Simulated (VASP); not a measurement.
# ZrSi2 (I4/mmm) in VASP: settings compared

ZrSi2 is run at these levels: PBEsol, LDA, PBE; tasks: single point, relaxation of shape and atoms at fixed volume.

Program: VASP 6.6.1. These are calculated values, not measurements. Logs are shortened: lines on timing, memory, paths and dates and some standing lists are left out, and cuts for length are marked.

## (1) The cell of the first run

The structure is tetragonal, space group I4/mmm (No. 139). Conventional cell: a = 3.288 Å, b = 3.288 Å, c = 9.170 Å, α = 90.00°, β = 90.00°, γ = 90.00°. Within 3.7 Å of Zr (site symmetry 4/mmm) lie 10 Si at 2.84 to 2.91 Å and 4 Zr at 3.29 Å. Si (site symmetry 4mm) has 9 Si at 2.57 to 3.48 Å and 5 Zr at 2.84 to 2.91 Å within 3.5 Å.

## (2) Single point, PBEsol

INCAR

```
PREC     = Accurate       # precision mode
ENCUT    = 520            # plane-wave cutoff, eV
EDIFF    = 1E-6           # SCF threshold, eV
ISMEAR   = 0              # smearing method
SIGMA    = 0.05           # smearing width, eV
LREAL    = F              # projectors in reciprocal space
LASPH    = T              # aspherical terms in the spheres
NELM     = 60             # most SCF steps
ALGO     = Normal         # electronic algorithm
ISIF     = 2              # what is computed and relaxed
LWAVE    = F              # write WAVECAR
LCHARG   = F              # write CHGCAR
GGA      = PS             # functional
NBANDS   = 17             # bands
```

KPOINTS

```
regular mesh
0
Gamma
  14 14 14
```

POSCAR

```
ZrSi2
1.0
   -1.6438588907      1.6438588907      4.5852081499
    1.6438588907     -1.6438588907      4.5852081499
    1.6438588907      1.6438588907     -4.5852081499
Zr Si
1 2
Direct
    0.0000000000      0.0000000000      0.0000000000
    0.3100427431      0.3100427431      0.0000000000
    0.6899572569      0.6899572569      0.0000000000
```

Potentials or basis: VASP PAW PBE potentials, release 64 (Zr_sv, Si).

The run is started by

```console
$ cat potpaw_PBE.64/Zr_sv/POTCAR potpaw_PBE.64/Si/POTCAR > POTCAR
$ mpirun -np 1 vasp_std > vasp.out
```

OUTCAR:

```text
PREC = Accurate
   ENCUT = 520
   EDIFF = 1E-6
   ISMEAR = 0
   LREAL = F
   LASPH = T
   NELM = 60
   ISIF = 2
   GGA = PS

 ion  position               nearest neighbor table
   1  0.000  0.000  0.000-   2 2.84   3 2.84   3 2.91   2 2.91   3 2.91   3 2.91   3 2.91   2 2.91
                             2 2.91   2 2.91
   2  0.310  0.310  0.000-   3 2.57   3 2.57   3 2.57   3 2.57   1 2.84   1 2.91   1 2.91   1 2.91
                             1 2.91
   3  0.690  0.690  0.000-   2 2.57   2 2.57   2 2.57   2 2.57   1 2.84   1 2.91   1 2.91   1 2.91
                             1 2.91

  LATTYP: Found a body centered tetragonal cell.
 ALAT       =     3.2877177814
 C/A-ratio  =     2.7892954656

  Lattice vectors:

 A1 = (  -1.6438588907,   1.6438588907,   4.5852081499)
 A2 = (   1.6438588907,  -1.6438588907,   4.5852081499)
 A3 = (   1.6438588907,   1.6438588907,  -4.5852081499)

Analysis of symmetry for initial positions (statically):
=====================================================================
 Subroutine PRICEL returns:
 Original cell was already a primitive cell.

 Routine SETGRP: Setting up the symmetry group for a
 body centered tetragonal supercell.

 Subroutine GETGRP returns: Found 16 space group operations
 (whereof 16 operations were pure point group operations)
 out of a pool of 16 trial point group operations.

The static configuration has the point symmetry D_4h.

Analysis of symmetry for dynamics (positions and initial velocities):
=====================================================================
 Subroutine PRICEL returns:
 Original cell was already a primitive cell.

 Routine SETGRP: Setting up the symmetry group for a
 body centered tetragonal supercell.

 Subroutine GETGRP returns: Found 16 space group operations
 (whereof 16 operations were pure point group operations)
 out of a pool of 16 trial point group operations.

The dynamic configuration has the point symmetry D_4h.

 Subroutine INISYM returns: Found 16 space group operations
 (whereof 16 operations are pure point group operations),
 and found     1 'primitive' translations

----------------------------------------------------------------------------------------

                                     Primitive cell

  volume of cell :      49.5619

  direct lattice vectors                    reciprocal lattice vectors
    -1.643858891  1.643858891  4.585208150     0.000000000  0.304162360  0.109046304
[... 88 lines left out ...]
   EDIFF  = 0.1E-05   stopping-criterion for ELM
   LREAL  =      F    real-space projection
   EDIFFG = 0.1E-04   stopping-criterion for IOM
   NSW    =      0    number of steps for IOM
   IBRION =     -1    ionic relax: 0-MD 1-quasi-New 2-CG
   NFREE  =      0    steps in history (QN), initial steepest desc. (CG)
   ISIF   =      2    stress and relaxation
   ISYM   =      2    0-nonsym 1-usesym 2-fastsym
   POTIM  = 0.5000    time-step for ionic-motion
   TEBEG  =    0.0;   TEEND  =   0.0 temperature during run
   PSTRESS=    0.0 pullay stress
   NELECT =      20.0000    total number of electrons
   NUPDOWN=      -1.0000    fix difference up-down
   EMIN   =  10.00;   EMAX   =-10.00  energy-range for DOS
   EFERMI =   0.00;   METHOD = LEGACY
   ISMEAR =     0;   SIGMA  =   0.05  broadening in eV -4-tet -1-fermi 0-gaus
   EFERMI_NEDOS =   21; number of points for ismear=-14 and -15
   IALGO  =     38    algorithm
   IMIX   =      4    mixing-type and parameters
     AMIX     =   0.40;   BMIX     =  1.00
     AMIX_MAG =   1.60;   BMIX_MAG =  1.00
  volume/ion in A,a.u.               =      16.52       111.49
  Fermi-wavevector in a.u.,A,eV,Ry     =   1.209768  2.286130 19.912655  1.463539
  Thomas-Fermi vector in A             =   2.345335
   LORBIT       =      0    0 simple, 1 ext, 2 COOP (PROOUT), +10 PAW based schemes
   GGA     = PS    functional components
   LHFCALC =     F    Hartree Fock is set to
   AEXX    =    0.0000 exact exchange contribution
   IVDW    =     0    specifies the selected vdW correction
   LEPSILON=     F    determine dielectric tensor
   LRPA    =     F    only Hartree local field effects (RPA)
 non-spin polarized calculation
 Gauss-broadening in eV      SIGMA  =   0.05
  energy-cutoff  :      520.00
  volume of cell :       49.56
 maximum number of plane-waves:      1356
 NGX is ok and might be reduce to    40
   NGX = 19   NGY = 19   NGZ = 19

 number of electron      20.0000000 magnetization

 Free energy of the ion-electron system (eV)
  ---------------------------------------------------
  ext. energy  EPLUGINS =         0.00000000
  ---------------------------------------------------
  free energy    TOTEN  =       -22.03404190 eV

  energy without entropy =      -22.03112185  energy(sigma->0) =      -22.03258187

 E-fermi :   9.7156     XC(G=0): -11.4559

 val. band max:        9.7070747299   @ k =  -0.4286  -0.4286   0.3571
 cond. band min:       9.7161923599   @ k =  -0.3571   0.2143   0.0714
 fundamental gap:      0.0091176300
 Fermi energy:         9.7156385544

 k-point     1 :       0.0000    0.0000    0.0000
  band No.  band energies     occupation
      1     -38.5576      2.00000
      2     -16.7340      2.00000
      3     -16.4557      2.00000
      4     -16.4557      2.00000
      5      -2.4226      2.00000
      6       5.4801      2.00000
[... 457 lines left out ...]
      4     -16.5142      2.00000
      5      -0.8064      2.00000
      6       3.7918      2.00000
[... 9 lines left out ...]
     16      15.3378      0.00000
     17      16.6475      0.00000

 [... further k-points ...]

------------------------ aborting loop because EDIFF is reached ----------------------------------------

  FORCE on cell =-STRESS in cart. coord.  units (eV):
  Direction    XX          YY          ZZ          XY          YZ          ZX
  --------------------------------------------------------------------------------------
  -------------------------------------------------------------------------------------
  Total       -1.0218540     -1.0218540     -1.1281523      0.0000000      0.0000000     -0.0000000
  in kB      -33.0332509    -33.0332509    -36.4695318      0.0000000      0.0000000     -0.0000000
  external PRESSURE =     -34.1786779 kB  Pullay stress =       0.0000000 kB

 VOLUME and BASIS-vectors are now :
 -----------------------------------------------------------------------------
  energy-cutoff  :      520.00
  volume of cell :       49.56
      direct lattice vectors                 reciprocal lattice vectors
    -1.643858891  1.643858891  4.585208150     0.000000000  0.304162360  0.109046304
     1.643858891 -1.643858891  4.585208150     0.304162360  0.000000000  0.109046304
     1.643858891  1.643858891 -4.585208150     0.304162360  0.304162360  0.000000000

 POSITION                                       TOTAL-FORCE (eV/Angst)
 -----------------------------------------------------------------------------------
      0.00000      0.00000      0.00000         0.000000      0.000000      0.000000
      0.00000      0.00000      2.84322         0.000000      0.000000      0.046108
      0.00000      0.00000      6.32720        -0.000000     -0.000000     -0.046108
 -----------------------------------------------------------------------------------
    total drift:                                0.000000     -0.000000      0.000000

  FREE ENERGIE OF THE ION-ELECTRON SYSTEM (eV)
  ---------------------------------------------------
  free  energy   TOTEN  =       -22.0340418952 eV

  energy  without entropy=      -22.0311218516  energy(sigma->0) =      -22.03258187
```

stdout:

```text
POSCAR found type information on POSCAR ZrSi
 POSCAR found :  2 types and       3 ions
 scaLAPACK will be used
 -----------------------------------------------------------------------------
|                                                                             |
|                                                                             |
|     You enforced a specific xc type in the INCAR file but a different       |
|     I HOPE YOU KNOW WHAT YOU ARE DOING!                                     |
|                                                                             |
 -----------------------------------------------------------------------------

 LDA part: xc-table for (Slater+PW92), standard interpolation
 POSCAR, INCAR and KPOINTS ok, starting setup
 FFT: planning ... GRIDC
 FFT: planning ... GRID_SOFT
 FFT: planning ... GRID
 WAVECAR not read
 entering main loop
```

Run time: 3.6 min. Hardware: 1 thread of AMD EPYC 9R45 (Zen 5), shared host; peak memory 0.35 GiB.

Results:

```
Free energy            : -22.0340 eV
Pressure               : -3.4 GPa
Largest force          : 0.046 eV/Å
Band gap on the k mesh : zero (bands 10 and 11 overlap by 1.51 eV)
```

Forces in eV/Å, atoms in the order of the input:
```
Zr   0.000  0.000  0.000
Si   0.000  0.000  0.046
Si   0.000  0.000 -0.046
```

Stress tensor (GPa, compression positive):
```
-3.30  0.00  0.00
 0.00 -3.30  0.00
 0.00  0.00 -3.65
```

Levels at points of the mesh, in eV from the Fermi level:
```tsv
k point	band 6	band 7	band 8	band 9	band 10	band 11	band 12	band 13	band 14	band 15
(0.00, 0.00, 0.00)	-4.24	-4.22	-1.20	-1.20	-0.90	2.55	3.20	3.69	4.60	5.25
(0.50, 0.00, 0.00)	-8.44	-3.65	-3.04	-0.96	0.28	1.99	2.83	3.95	4.06	4.95
(0.50, 0.50, 0.00)	-5.67	-5.41	-4.94	-3.23	-1.63	0.66	1.29	3.32	3.57	5.47
(0.50, 0.50, 0.50)	-7.58	-1.30	-1.16	-0.13	-0.13	1.60	1.60	2.23	3.79	3.96
```

Caveat: the cell stands under tension; the PAW data sets were made with another functional, which shifts forces and pressure a little.

## (3) Single point, LDA

INCAR

```
SYSTEM = ZrSi2
PREC     = Accurate       ! precision mode
ENCUT    = 520            ! plane-wave cutoff, eV
EDIFF    = 1E-6           ! SCF threshold, eV
ISMEAR   = 0              ! smearing method
SIGMA    = 0.05           ! smearing width, eV
LREAL    = .FALSE.        ! projectors in reciprocal space
LASPH    = .TRUE.         ! aspherical terms in the spheres
NELM     = 60             ! most SCF steps
ALGO     = Normal         ! electronic algorithm
ISIF     = 2              ! what is computed and relaxed
LWAVE    = .FALSE.        ! write WAVECAR
LCHARG   = .FALSE.        ! write CHGCAR
GGA      = CA             ! functional
NBANDS   = 17             ! bands
```

KPOINTS

```
regular mesh
0
G
  14 14 14
  0 0 0
```

POSCAR is that of step 2.

Potentials or basis: VASP PAW LDA potentials, release 64 (Zr_sv, Si).

The run is started by

```console
$ cat potpaw_LDA.64/Zr_sv/POTCAR potpaw_LDA.64/Si/POTCAR > POTCAR
$ mpirun -np 1 vasp_std > vasp.out
```

OUTCAR:

```text
SYSTEM = ZrSi2
   PREC = Accurate
   ENCUT = 520
   EDIFF = 1E-6
   ISMEAR = 0
   LREAL = .FALSE.
   LASPH = .TRUE.
   NELM = 60
   ISIF = 2
   GGA = CA

 ion  position               nearest neighbor table
   1  0.000  0.000  0.000-   2 2.84   3 2.84   3 2.91   2 2.91   3 2.91   3 2.91   3 2.91   2 2.91
                             2 2.91   2 2.91
   2  0.310  0.310  0.000-   3 2.57   3 2.57   3 2.57   3 2.57   1 2.84   1 2.91   1 2.91   1 2.91
                             1 2.91
   3  0.690  0.690  0.000-   2 2.57   2 2.57   2 2.57   2 2.57   1 2.84   1 2.91   1 2.91   1 2.91
                             1 2.91

  LATTYP: Found a body centered tetragonal cell.
[... 679 lines left out ...]
  --------------------------------------------------------------------------------------
  -------------------------------------------------------------------------------------
  Total       -1.6857274     -1.6857274     -1.9748768      0.0000000      0.0000000     -0.0000000
  in kB      -54.4941408    -54.4941408    -63.8414111      0.0000000      0.0000000     -0.0000000
  external PRESSURE =     -57.6098975 kB  Pullay stress =       0.0000000 kB

 VOLUME and BASIS-vectors are now :
 -----------------------------------------------------------------------------
  energy-cutoff  :      520.00
  volume of cell :       49.56
      direct lattice vectors                 reciprocal lattice vectors
    -1.643858891  1.643858891  4.585208150     0.000000000  0.304162360  0.109046304
     1.643858891 -1.643858891  4.585208150     0.304162360  0.000000000  0.109046304
     1.643858891  1.643858891 -4.585208150     0.304162360  0.304162360  0.000000000

 POSITION                                       TOTAL-FORCE (eV/Angst)
 -----------------------------------------------------------------------------------
      0.00000      0.00000      0.00000        -0.000000     -0.000000      0.000000
      0.00000      0.00000      2.84322         0.000000      0.000000      0.013373
      0.00000      0.00000      6.32720        -0.000000     -0.000000     -0.013373
 -----------------------------------------------------------------------------------
    total drift:                                0.000000     -0.000000      0.000000

  FREE ENERGIE OF THE ION-ELECTRON SYSTEM (eV)
  ---------------------------------------------------
  free  energy   TOTEN  =       -22.6077569928 eV

  energy  without entropy=      -22.6047988546  energy(sigma->0) =      -22.60627792
```

OSZICAR:

```text
N       E                     dE             d eps       ncg     rms          rms(c)
DAV:   1     0.102600497640E+03    0.10260E+03   -0.99225E+03  8296   0.110E+03
DAV:   2    -0.185887991215E+02   -0.12119E+03   -0.11833E+03 10469   0.260E+02
DAV:   3    -0.233802989002E+02   -0.47915E+01   -0.47032E+01 13528   0.420E+01
DAV:   4    -0.234702814275E+02   -0.89983E-01   -0.89893E-01 10819   0.541E+00
DAV:   5    -0.234722770249E+02   -0.19956E-02   -0.19954E-02 12830   0.670E-01    0.144E+01
DAV:   6    -0.226732504627E+02    0.79903E+00   -0.37128E+00 10435   0.977E+00    0.618E+00
DAV:   7    -0.226218888706E+02    0.51362E-01   -0.22244E-01  9907   0.248E+00    0.301E+00
DAV:   8    -0.226080724925E+02    0.13816E-01   -0.34638E-02 11116   0.118E+00    0.339E-01
DAV:   9    -0.226077690582E+02    0.30343E-03   -0.26927E-03 11501   0.373E-01    0.156E-01
DAV:  10    -0.226077692294E+02   -0.17122E-06   -0.39340E-04 10473   0.153E-01    0.506E-02
DAV:  11    -0.226077572388E+02    0.11991E-04   -0.32102E-05 10439   0.407E-02    0.151E-02
DAV:  12    -0.226077569928E+02    0.24597E-06   -0.16291E-06  8286   0.771E-03
   1 F= -.22607757E+02 E0= -.22606278E+02  d E =-.295814E-02
```

stdout:

```text
POSCAR found type information on POSCAR ZrSi
 POSCAR found :  2 types and       3 ions
 scaLAPACK will be used
 LDA part: xc-table for (Slater(with rela. corr.)+CA(PZ))
 , standard interpolation
 POSCAR, INCAR and KPOINTS ok, starting setup
 FFT: planning ... GRIDC
 FFT: planning ... GRID_SOFT
 FFT: planning ... GRID
 WAVECAR not read
 entering main loop
```

Wall time 3.4 min (1 thread of AMD EPYC 9R45 (Zen 5), shared host); peak memory 0.31 GiB.

What came out:

```yaml
Free_energy: -22.6078 eV
Pressure: -5.8 GPa
Largest_force: 0.013 eV/Å
Band_gap_on_the_k_mesh: zero (bands 10 and 11 overlap by 1.48 eV)
```

Forces on the atoms (eV/Å):
```
Zr   0.000  0.000  0.000
Si   0.000  0.000  0.013
Si   0.000  0.000 -0.013
```

Caveat: the cell stands under tension.

## (4) Single point, PBE (16.85 Å³/atom)

This run uses another cell than the first one, of 16.85 Å³/atom.

INCAR

```
PREC = Accurate ; ENCUT = 520
EDIFF = 1E-7 ; ISMEAR = 0
SIGMA = 0.05 ; LREAL = F
LASPH = T ; NELM = 60
ALGO = Normal ; ISIF = 2
LWAVE = F ; LCHARG = F
GGA = PE ; NBANDS = 17
```

KPOINTS

```
regular mesh
0
Gamma
  14 14 14
```

POSCAR

```
ZrSi2
1.0
   -1.6559055212      1.6559055212      4.6091112278
    1.6559055212     -1.6559055212      4.6091112278
    1.6559055212      1.6559055212     -4.6091112278
Zr Si
1 2
Direct
    0.0000000000      0.0000000000      0.0000000000
    0.3099484018      0.3099484018      0.0000000000
    0.6900515982      0.6900515982      0.0000000000
```

Potentials or basis: VASP PAW PBE potentials, release 64 (Zr_sv, Si).

The run is started by

```console
$ cat potpaw_PBE.64/Zr_sv/POTCAR potpaw_PBE.64/Si/POTCAR > POTCAR
$ mpirun -np 1 vasp_std > vasp.out
```

Wall time 3.8 min (1 thread of AMD EPYC 9R45 (Zen 5), shared host); peak memory 0.35 GiB.

It converged, with:

* Free energy: -20.5336 eV
* Pressure: -2.4 GPa
* Largest force: 0.005 eV/Å
* Band gap on the k mesh: zero (bands 10 and 11 overlap by 1.45 eV)

Forces in eV/Å, atoms in the order of the input:
```
Zr   0.000  0.000  0.000
Si   0.000  0.000 -0.005
Si   0.000  0.000  0.005
```

Levels at points of the mesh, in eV from the Fermi level:
```
           k point  band 8  band 9  band 10  band 11  band 12  band 13
(0.00, 0.00, 0.00)   -1.20   -1.20    -0.86     2.39     3.27     3.60
(0.50, 0.00, 0.00)   -3.04   -0.93     0.27     1.97     2.76     3.87
(0.50, 0.50, 0.00)   -4.87   -3.17    -1.56     0.62     1.24     3.29
(0.50, 0.50, 0.50)   -1.12   -0.17    -0.17     1.58     1.58     2.18
```

(Part 1 of 2 ends here.)
